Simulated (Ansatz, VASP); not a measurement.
**B in VASP and in Ansatz**

The input INCAR:

```
ALGO = Normal
EDIFF = 1E-6
ENCUT = 520
GGA = PS
ISIF = 2
ISMEAR = -1
LASPH = T
LCHARG = T
LELF = T
LREAL = F
LVHAR = T
LWAVE = F
NBANDS = 8
NELM = 100
PREC = Accurate
SIGMA = 0.08
```

The input KPOINTS:

```
k-points
0
Gamma
  25 25 25
```

POSCAR

```
B
1.0
   -1.0100825356      1.0100825356      1.0100825356
    1.0100825356     -1.0100825356      1.0100825356
    1.0100825356      1.0100825356     -1.0100825356
B
1
Direct
    0.0000000000      0.0000000000      0.0000000000
```

Input for Ansatz:

```yaml
crystal:
  lattice:
    - [-1.0100825356, 1.0100825356, 1.0100825356]
    - [1.0100825356, -1.0100825356, 1.0100825356]
    - [1.0100825356, 1.0100825356, -1.0100825356]
  atoms:
    - { symbol: B, position: [0.0, 0.0, 0.0] }
kpoints:
  mp_grid: { grid: [25, 25, 25] }
scf:
  occupations: { method: fermi_dirac, width: 0.08 }
hamiltonian:
  xc: pbesol
  pseudopotentials: { kind: paw }
output:
  forces: true
  stress: true
  eigenvalues: true
  populations: true
```

Change from the starting cell: volume scaled by 0.68, PAW files.

Alike in both runs: task single point; functional PBEsol; k mesh 25 × 25 × 25; occupations fermi-dirac, width 0.08 eV; no spin polarisation.

|  | VASP | Ansatz |
| --- | --- | --- |
| version | VASP 6.6.1 | Ansatz 0.2.0 |
| potentials or method | VASP PAW PBE potentials, release 64 (B) | PAW with Ansatz's default frozen-core files, scalar-relativistic |
| plane-wave cutoff (eV) | 520 | 420 |
| valence electrons in the cell | 3 | 3 |

|  | VASP | Ansatz | Ansatz less VASP |
| --- | --- | --- | --- |
| pressure (GPa) | 191.8 | 190.7 | -1.07 |

VASP's potentials were made for PBE, not for PBEsol. Both programs put the cell under a high pressure, so it lies far from rest at this level.

Noted on VASP's run: the cell as given lies far from equilibrium.
